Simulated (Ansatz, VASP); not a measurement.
# Hf2TaO3 in VASP and in Ansatz

```xyz
6
Lattice="3.0127 0.0000 0.0000 0.0000 3.0127 0.0000 0.0000 0.0000 8.7948" Properties=species:S:1:pos:R:3 pbc="T T T"
Hf    1.5064    0.0000    5.8906
Hf    0.0000    1.5064    2.9042
Ta    1.5064    1.5064    0.0000
O     1.5064    0.0000    3.5884
O     0.0000    1.5064    5.2065
O     0.0000    0.0000    0.0000
```

Change from the starting cell: species swapped into the Hf2GaSb3 type (P-4m2, No. 115).

Alike in both runs: task relaxation of cell and atoms; functional PBE; k mesh 12 × 12 × 4; occupations gaussian, width 0.1 eV; no spin polarisation.

|  | VASP | Ansatz |
| --- | --- | --- |
| version | VASP 6.6.1 | Ansatz 0.2.0 |
| potentials or method | VASP PAW PBE potentials, release 64 (Hf_pv, Ta_pv, O), cutoff 600 eV | scalar-relativistic, plane waves, PAW |
| valence electrons in the cell | 49 | 83 |

|  | VASP | Ansatz | Ansatz less VASP |
| --- | --- | --- | --- |
| gap on the k mesh at the Fermi level, each at its own relaxed structure (eV) | none | none | - |
| relaxed volume (Å³/atom) | 13.20 | 13.32 | +0.114 |
| relaxed length of the cell vector where the two differ most in proportion (Å) | 8.769 | 8.822 | +0.0534 |

A gap of «none» marks a metal or a gap that the smearing closes. VASP's potentials hold 49 valence electrons a cell and Ansatz's 83, so a difference there can come from the potentials and not from the codes.

Spin-orbit coupling is off throughout.
